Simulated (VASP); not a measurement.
Input of a VASP 6.6.1 run:

The input INCAR:

```
PREC = Accurate ; ENCUT = 520
EDIFF = 1E-6 ; ISMEAR = 0
SIGMA = 0.02 ; LREAL = False
LASPH = True ; NELM = 60
ALGO = Normal ; ISIF = 2
LWAVE = False ; LCHARG = False
GGA = PE ; NBANDS = 64
```

Contents of KPOINTS:

```
regular mesh
0
Gamma
  6 6 6
```

The input POSCAR:

```
SnO2
1.0
    3.5927325899     -3.5927325899      0.0000000000
    3.5927325899      3.5927325899      0.0000000000
    0.0000000000      0.0000000000      5.5318212665
Sn O
4 8
Direct
    0.0000000000      0.5000000000      0.5000000000
    0.5000000000      0.0000000000      0.5000000000
    0.5000000000      0.5000000000      0.0000000000
    0.0000000000      0.0000000000      0.0000000000
    0.2500000000      0.7500000000      0.6768538986
    0.7500000000      0.2500000000      0.6768538986
    0.2500000000      0.2500000000      0.8231461014
    0.7500000000      0.7500000000      0.8231461014
    0.2500000000      0.2500000000      0.3231461014
    0.7500000000      0.7500000000      0.3231461014
    0.7500000000      0.2500000000      0.1768538986
    0.2500000000      0.7500000000      0.1768538986
```

Potentials or basis: VASP PAW PBE potentials, release 64 (Sn_d, O).

Run with:

```bash
$ cat potpaw_PBE.64/Sn_d/POTCAR potpaw_PBE.64/O/POTCAR > POTCAR
$ mpirun -np 1 vasp_std > vasp.out
```

(1) Predict the largest force.

(2) What does it give for the band gap on the k mesh?

Results:

(1) 0.046 eV/Å.

(2) 0.77 eV.

Caveat: spin-orbit coupling is left out, which moves the levels of the heavy elements.
